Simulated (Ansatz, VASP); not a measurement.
Ni3Pt in VASP and in Ansatz

INCAR

```
PREC = Accurate ; ENCUT = 520
EDIFF = 1E-7 ; ISMEAR = -1
SIGMA = 0.05 ; LREAL = False
LASPH = True ; NELM = 150
ALGO = Normal ; ISIF = 2
LWAVE = False ; LCHARG = False
ISPIN = 2 ; MAGMOM = 1.5 1.5 1.5 0.6
LORBIT = 11 ; LMAXMIX = 4
NBANDS = 32
```

File KPOINTS:

```
Automatic mesh
0
Gamma
  9 9 9
```

File POSCAR:

```
Ni3Pt
1.0
    3.8516769590      0.0000000000      0.0000000000
    0.0000000000      3.8516769590      0.0000000000
    0.0000000000      0.0000000000      3.8516769590
Ni Pt
3 1
Direct
    0.5000000000      0.0000000000      0.5000000000
    0.0000000000      0.5000000000      0.5000000000
    0.5000000000      0.5000000000      0.0000000000
    0.0000000000      0.0000000000      0.0000000000
```

Input for Ansatz:

```yaml
crystal:
  lattice:
    - [3.851676959, 0.0, 0.0]
    - [0.0, 3.851676959, 0.0]
    - [0.0, 0.0, 3.851676959]
  atoms:
    - { symbol: Ni, position: [0.5, 0.0, 0.5], spin: 1.5 }
    - { symbol: Ni, position: [0.0, 0.5, 0.5], spin: 1.5 }
    - { symbol: Ni, position: [0.5, 0.5, 0.0], spin: 1.5 }
    - { symbol: Pt, position: [0.0, 0.0, 0.0], spin: 0.6 }
magnetization:
  spin_polarized: true
kpoints:
  mp_grid: { grid: [9, 9, 9] }
scf:
  occupations: { method: fermi_dirac, width: 0.05 }
  lower_state_search: "off"
hamiltonian:
  xc: lda
  pseudopotentials: { kind: paw }
output:
  forces: true
  stress: true
  eigenvalues: true
  populations: true
  write_density: true
  write_potential: true
  elf: true
  volumetric_format: npy
```

Change from the starting cell: volume scaled by 1.2, PAW files.

Alike in both runs: task single point; functional LDA; k mesh 9 × 9 × 9; occupations fermi-dirac, width 0.05 eV; collinear spin.

|  | VASP | Ansatz |
| --- | --- | --- |
| version | VASP 6.6.1 | Ansatz 0.2.0 |
| potentials or method | VASP PAW LDA potentials, release 64 (Ni, Pt) | PAW with Ansatz's default frozen-core files, scalar-relativistic |
| plane-wave cutoff (eV) | 520 | 420 |
| valence electrons in the cell | 40 | 72 |

```csv
,VASP,Ansatz,Ansatz less VASP
pressure (GPa),-33.7,-34.1,-0.42
net moment per atom (μB),0.61,0.63,+0.018
size of the moment on the site where the two differ most (μB),0.72,0.77,+0.040
```

LDA's correlation is that of Perdew and Zunger in VASP and of Perdew and Wang (1992) in Ansatz. Site moments also hang on the region over which each program counts them. Both programs put the cell under strong tension, so it lies far from rest at this level. VASP's potentials hold 40 valence electrons a cell and Ansatz's 72, so a difference there can come from the potentials and not from the codes.

Spin-orbit coupling is off throughout. Noted on VASP's run: the cell as given lies far from equilibrium.
